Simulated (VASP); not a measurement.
# Si5C (Cmmm) in VASP: relaxation of cell and atoms with PBE

Aim: the relaxation of cell and atoms of Si5C with PBE.

Program: VASP 6.6.1. These are calculated values, not measurements. Logs are shortened: lines on timing, memory, paths and dates and some standing lists are left out, and cuts for length are marked.

## 1. The cell of the first run

The structure is orthorhombic, space group Cmmm (No. 65). The conventional cell has a = 4.856 Å, b = 11.272 Å, c = 2.887 Å, α = 90.00°, β = 90.00°, γ = 90.00°. Within 3.4 Å of Si (site symmetry m2m) lie 12 Si at 2.56 to 2.96 Å and 2 C at 3.28 Å. Si (site symmetry m2m) has 2 C at 1.95 Å and 2 Si at 2.56 Å within 2.6 Å. Within 3.5 Å of Si (site symmetry mmm) lie 10 Si at 2.64 to 2.89 Å and 4 C at 2.82 Å. C (site symmetry mmm) has 4 Si at 1.95 Å within 2.6 Å.

## 2. Relaxation of cell and atoms, PBE

File INCAR:

```
  PREC = Accurate
  ENCUT = 600
  EDIFF = 1E-6
  ISMEAR = 0
  SIGMA = 0.1
  LREAL = False
  LASPH = True
  NELM = 60
  ALGO = Normal
  ISIF = 3
  LWAVE = False
  LCHARG = False
  GGA = PE
  IBRION = 2
  NSW = 100
  EDIFFG = -0.01
```

File KPOINTS:

```
Automatic mesh
0
Gamma
  8 8 14
```

File POSCAR:

```
Si5C
1.0
    2.4280254867     -5.6360775733      0.0000000000
    2.4280254867      5.6360775733      0.0000000000
    0.0000000000      0.0000000000      2.8867876898
Si C
5 1
Direct
    0.8039898908      0.1960101092      0.0000000000
    0.3835317838      0.6164682162      0.5000000000
    0.6164682162      0.3835317838      0.5000000000
    0.0000000000      0.0000000000      0.5000000000
    0.1960101092      0.8039898908      0.0000000000
    0.5000000000      0.5000000000      0.0000000000
```

Potentials or basis: VASP PAW PBE potentials, release 64 (Si, C).

The run is started by

```console
> cat potpaw_PBE.64/Si/POTCAR potpaw_PBE.64/C/POTCAR > POTCAR
> mpirun -np 1 vasp_std > vasp.out
```

OUTCAR:

```text
PREC = Accurate
   ENCUT = 600
   EDIFF = 1E-6
   ISMEAR = 0
   LREAL = False
   LASPH = True
   NELM = 60
   ISIF = 3
   GGA = PE
   IBRION = 2
   NSW = 100
   EDIFFG = -0.01

 ion  position               nearest neighbor table
   1  0.804  0.196  0.000-   3 2.56   3 2.56   4 2.64   4 2.64   5 2.72   5 2.72   2 2.96   2 2.96
                             2 2.96   2 2.96
   2  0.384  0.616  0.500-   6 1.95   6 1.95   5 2.56   5 2.56   3 2.63   4 2.76   4 2.76   1 2.96
                             1 2.96   1 2.96   1 2.96
   3  0.616  0.384  0.500-   6 1.95   6 1.95   1 2.56   1 2.56   2 2.63   4 2.76   4 2.76   5 2.96
                             5 2.96   5 2.96   5 2.96
   4  0.000  0.000  0.500-   1 2.64   5 2.64   1 2.64   5 2.64   3 2.76   2 2.76   3 2.76   2 2.76

   5  0.196  0.804  0.000-   2 2.56   2 2.56   4 2.64   4 2.64   1 2.72   1 2.72   3 2.96   3 2.96
                             3 2.96   3 2.96
   6  0.500  0.500  0.000-   2 1.95   3 1.95   2 1.95   3 1.95

  LATTYP: Found a base centered orthorhombic cell.
 ALAT       =     4.8560509734
 B/A-ratio  =     2.3212596425
 C/A-ratio  =     0.5944722791

  Lattice vectors:

 A1 = (   2.4280254867,  -5.6360775733,   0.0000000000)
 A2 = (   2.4280254867,   5.6360775733,   0.0000000000)
 A3 = (   0.0000000000,   0.0000000000,   2.8867876898)

Analysis of symmetry for initial positions (statically):
=====================================================================
 Subroutine PRICEL returns:
 Original cell was already a primitive cell.

 Routine SETGRP: Setting up the symmetry group for a
 base centered orthorhombic supercell.

 Subroutine GETGRP returns: Found  8 space group operations
 (whereof  8 operations were pure point group operations)
 out of a pool of  8 trial point group operations.

The static configuration has the point symmetry D_2h.

Analysis of symmetry for dynamics (positions and initial velocities):
=====================================================================
 Subroutine PRICEL returns:
 Original cell was already a primitive cell.

 Routine SETGRP: Setting up the symmetry group for a
 base centered orthorhombic supercell.

 Subroutine GETGRP returns: Found  8 space group operations
 (whereof  8 operations were pure point group operations)
 out of a pool of  8 trial point group operations.

The dynamic configuration has the point symmetry D_2h.

 Subroutine INISYM returns: Found  8 space group operations
 (whereof  8 operations are pure point group operations),
 and found     1 'primitive' translations

----------------------------------------------------------------------------------------

                                     Primitive cell

  volume of cell :      79.0087

  direct lattice vectors                    reciprocal lattice vectors
     2.428025487 -5.636077573  0.000000000     0.205928646 -0.088714180  0.000000000
     2.428025487  5.636077573  0.000000000     0.205928646  0.088714180  0.000000000
     0.000000000  0.000000000  2.886787690     0.000000000  0.000000000  0.346405800

  length of vectors
     6.136829652  6.136829652  2.886787690     0.224224916  0.224224916  0.346405800

  position of ions in fractional coordinates (direct lattice)
     0.803989891  0.196010109  0.000000000
     0.383531784  0.616468216  0.500000000
     0.616468216  0.383531784  0.500000000
     0.000000000  0.000000000  0.500000000
     0.196010109  0.803989891  0.000000000
     0.500000000  0.500000000  0.000000000

  ion indices of the primitive-cell ions
   primitive index   ion index
                 1           1
                 2           2
                 3           3
                 4           4
                 5           5
                 6           6

----------------------------------------------------------------------------------------

 KPOINTS: Automatic mesh

Automatic generation of k-mesh.
 Grid dimensions read from file:
 generate k-points for:    8    8   14

 Generating k-lattice:

  Cartesian coordinates                     Fractional coordinates (reciprocal lattice)
     0.025741081 -0.011089272  0.000000000     0.125000000 -0.000000000  0.000000000
     0.025741081  0.011089272  0.000000000    -0.000000000  0.125000000  0.000000000
     0.000000000  0.000000000  0.024743271     0.000000000  0.000000000  0.071428571

  Length of vectors
     0.028028114  0.028028114  0.024743271

  Shift w.r.t. Gamma in fractional coordinates (k-lattice)
     0.000000000  0.000000000  0.000000000

 Subroutine IBZKPT returns following result:
 ===========================================

 Found    168 irreducible k-points:

 Following reciprocal coordinates:
            Coordinates               Weight
  0.000000  0.000000  0.000000      1.000000
  0.125000 -0.000000  0.000000      4.000000
  0.250000 -0.000000  0.000000      4.000000
  0.375000  0.000000  0.000000      4.000000
  0.500000 -0.000000  0.000000      2.000000
  0.125000  0.125000  0.000000      2.000000
[... 16 lines left out ...]
  0.125000 -0.000000  0.071429      8.000000
  0.250000 -0.000000  0.071429      8.000000
 [... further k-points ...]
   k-points           NKPTS =    168   k-points in BZ     NKDIM =    168   number of bands    NBANDS=     16
   number of dos      NEDOS =    301   number of ions     NIONS =      6
   total plane-waves  NPLWV =  60000
   dimension x,y,z NGX =    50 NGY =   50 NGZ =   24
   dimension x,y,z NGXF=   100 NGYF=  100 NGZF=   48
   ions per type =               5   1
   NGX,Y,Z   is equivalent  to a cutoff of  13.54, 13.54, 13.82 a.u.
   NGXF,Y,Z  is equivalent  to a cutoff of  27.09, 27.09, 27.64 a.u.
 SYSTEM =  unknown system
   PREC   = accura    normal or accurate (medium, high low for compatibility)
   ISTART =      0    job   : 0-new  1-cont  2-samecut
   ICHARG =      2    charge: 1-file 2-atom 10-const
   ISPIN  =      1    spin polarized calculation?
   LNONCOLLINEAR =      F non collinear calculations
   LSORBIT =      F    spin-orbit coupling
   LASPH  =      T    aspherical Exc in radial PAW
   ENCUT  =  600.0 eV  44.10 Ry    6.64 a.u.  12.26 12.26  5.77*2*pi/ulx,y,z
   NELM   =     60;   NELMIN=  2; NELMDL= -5     # of ELM steps
   EDIFF  = 0.1E-05   stopping-criterion for ELM
   LREAL  =      F    real-space projection
   EDIFFG = -.1E-01   stopping-criterion for IOM
   NSW    =    100    number of steps for IOM
   IBRION =      2    ionic relax: 0-MD 1-quasi-New 2-CG
   NFREE  =      1    steps in history (QN), initial steepest desc. (CG)
   ISIF   =      3    stress and relaxation
   ISYM   =      2    0-nonsym 1-usesym 2-fastsym
   POTIM  = 0.5000    time-step for ionic-motion
   TEBEG  =    0.0;   TEEND  =   0.0 temperature during run
   PSTRESS=    0.0 pullay stress
   NELECT =      24.0000    total number of electrons
   NUPDOWN=      -1.0000    fix difference up-down
   EMIN   =  10.00;   EMAX   =-10.00  energy-range for DOS
   EFERMI =   0.00;   METHOD = LEGACY
   ISMEAR =     0;   SIGMA  =   0.10  broadening in eV -4-tet -1-fermi 0-gaus
   EFERMI_NEDOS =   21; number of points for ismear=-14 and -15
   IALGO  =     38    algorithm
   IMIX   =      4    mixing-type and parameters
     AMIX     =   0.40;   BMIX     =  1.00
     AMIX_MAG =   1.60;   BMIX_MAG =  1.00
  volume/ion in A,a.u.               =      13.17        88.86
  Fermi-wavevector in a.u.,A,eV,Ry     =   1.100492  2.079628 16.477780  1.211083
  Thomas-Fermi vector in A             =   2.236904
   LORBIT       =      0    0 simple, 1 ext, 2 COOP (PROOUT), +10 PAW based schemes
   GGA     = PE    functional components
   LHFCALC =     F    Hartree Fock is set to
   AEXX    =    0.0000 exact exchange contribution
   IVDW    =     0    specifies the selected vdW correction
   LEPSILON=     F    determine dielectric tensor
   LRPA    =     F    only Hartree local field effects (RPA)
 conjugate gradient relaxation of ions
 non-spin polarized calculation
 Gauss-broadening in eV      SIGMA  =   0.10
  energy-cutoff  :      600.00
  volume of cell :       79.01
 maximum number of plane-waves:      2661
 NGX is ok and might be reduce to    50
   NGX = 25   NGY = 25   NGZ = 11

--------------------------------------- Ionic step        1  -------------------------------------------

 number of electron      24.0000000 magnetization

 Free energy of the ion-electron system (eV)
  ---------------------------------------------------
  ext. energy  EPLUGINS =         0.00000000
  ---------------------------------------------------
  free energy    TOTEN  =       -31.92600848 eV

  energy without entropy =      -31.91318005  energy(sigma->0) =      -31.91959426

------------------------ aborting loop because EDIFF is reached ----------------------------------------

  FORCE on cell =-STRESS in cart. coord.  units (eV):
  Direction    XX          YY          ZZ          XY          YZ          ZX
  --------------------------------------------------------------------------------------
  -------------------------------------------------------------------------------------
  Total        0.7209761      0.2970172     -0.6832000      0.0000000      0.0000000      0.0000000
  in kB       14.6203034      6.0230598    -13.8542615      0.0000000      0.0000000      0.0000000
  external PRESSURE =       2.2630339 kB  Pullay stress =       0.0000000 kB
[... 101 lines left out ...]
  FREE ENERGIE OF THE ION-ELECTRON SYSTEM (eV)
  ---------------------------------------------------
  free  energy   TOTEN  =       -31.9359775369 eV

  energy  without entropy=      -31.9221586595  energy(sigma->0) =      -31.92906810

[... ionic steps 4 to 9 ...]

--------------------------------------- Ionic step       10  -------------------------------------------

 number of electron      24.0000000 magnetization

------------------------ aborting loop because EDIFF is reached ----------------------------------------

  FORCE on cell =-STRESS in cart. coord.  units (eV):
  Direction    XX          YY          ZZ          XY          YZ          ZX
  --------------------------------------------------------------------------------------
  -------------------------------------------------------------------------------------
  Total        0.0204709      0.1487065      0.0356512     -0.0000000      0.0000000      0.0000000
  in kB        0.4103869      2.9811682      0.7147116     -0.0000000      0.0000000      0.0000000
  external PRESSURE =       1.3687556 kB  Pullay stress =       0.0000000 kB
[... 65 lines left out ...]
  energy  without entropy=      -31.9294309028  energy(sigma->0) =      -31.93581561

--------------------------------------- Ionic step       12  -------------------------------------------

 number of electron      24.0000001 magnetization

 Free energy of the ion-electron system (eV)
  ---------------------------------------------------
  ext. energy  EPLUGINS =         0.00000000
  ---------------------------------------------------
  free energy    TOTEN  =       -31.94223541 eV

  energy without entropy =      -31.92945253  energy(sigma->0) =      -31.93584397

 E-fermi :   9.7309     XC(G=0): -11.2162

 val. band max:        9.7286733064   @ k =  -0.2500   0.1250   0.3571
 cond. band min:       9.7343450951   @ k =  -0.1250   0.1250   0.2857
 fundamental gap:      0.0056717887
 Fermi energy:         9.7309028131

 k-point     1 :       0.0000    0.0000    0.0000
  band No.  band energies     occupation
      1      -6.0706      2.00000
      2      -1.9491      2.00000
      3      -0.8165      2.00000
      4       0.9870      2.00000
      5       1.5530      2.00000
      6       2.5935      2.00000
[... 8 lines left out ...]
     15      13.0156      0.00000
     16      13.2087      0.00000
[... 420 lines left out ...]
  band No.  band energies     occupation
      1      -5.7694      2.00000
      2      -2.2166      2.00000
      3      -0.6452      2.00000
      4      -0.2298      2.00000
      5       1.2793      2.00000
      6       4.5417      2.00000
[... 8 lines left out ...]
     15      13.5418      0.00000
     16      13.8063      0.00000

 [... further k-points ...]
[... 5 lines left out ...]
  --------------------------------------------------------------------------------------
  -------------------------------------------------------------------------------------
  Total        0.0015222      0.0199932     -0.0263513     -0.0000000      0.0000000      0.0000000
  in kB        0.0304884      0.4004450     -0.5277909     -0.0000000      0.0000000      0.0000000
  external PRESSURE =      -0.0322858 kB  Pullay stress =       0.0000000 kB
[... 21 lines left out ...]
  FREE ENERGIE OF THE ION-ELECTRON SYSTEM (eV)
  ---------------------------------------------------
  free  energy   TOTEN  =       -31.9422354056 eV

  energy  without entropy=      -31.9294525311  energy(sigma->0) =      -31.93584397

 reached required accuracy - stopping structural energy minimisation
```

It took 28 min on 1 thread of Oxide Virtual Turin-like, shared host; peak memory 0.36 GiB.

What came out:

* Free energy: -31.9422 eV
* Relaxed volume: 13.33 Å³/atom
* Relaxed cell: a = 6.214 Å, b = 6.214 Å, c = 2.837 Å, α = 90.00°, β = 90.00°, γ = 133.09°
* Space group after relaxing (to 0.05 Å): Cmmm (No. 65)
* Energy gained by relaxing: 2.7 meV/atom
* Ionic steps: 12
* Pressure after relaxing: 0.0 GPa
* Band gap on the k mesh: zero (band 12 reaches 12.83 eV, above the bottom of band 13 at 7.34 eV)

Forces on the atoms (eV/Å):
```
Si   0.000 -0.001  0.000
Si   0.000 -0.003  0.000
Si   0.000  0.003  0.000
Si   0.000  0.000  0.000
Si   0.000  0.001  0.000
C    0.000  0.000  0.000
```

Step by step:
| step | energy change (eV) | largest force (eV/Å) | pressure (GPa) | volume (Å³) |
| --- | --- | --- | --- | --- |
| 1 | 0.0000 | 0.0843 | 0.23 | 79.01 |
| 2 | -0.0068 | 0.0655 | 0.10 | 79.22 |
| 3 | -0.0100 | 0.2113 | -0.01 | 79.43 |
| 4 | -0.0101 | 0.2545 | -0.05 | 79.50 |
| 5 | -0.0139 | 0.1338 | 0.22 | 79.61 |
| 6 | -0.0141 | 0.0970 | 0.31 | 79.65 |
| 7 | -0.0156 | 0.0462 | -0.02 | 79.98 |
| 8 | -0.0156 | 0.0485 | -0.12 | 80.08 |
| 9 | -0.0159 | 0.0333 | 0.01 | 80.00 |
| 10 | -0.0160 | 0.0342 | 0.14 | 79.92 |
| 11 | -0.0162 | 0.0124 | 0.06 | 79.96 |
| 12 | -0.0162 | 0.0026 | 0.00 | 79.99 |

Final structure:
```
Si C
1.0
     2.47321   -5.70020    0.00000
     2.47321    5.70020    0.00000
     0.00000    0.00000    2.83706
Si C
5 1
Direct
  0.80314 0.19686 0.00000
  0.38452 0.61548 0.50000
  0.61548 0.38452 0.50000
  0.00000 0.00000 0.50000
  0.19686 0.80314 0.00000
  0.50000 0.50000 0.00000
```
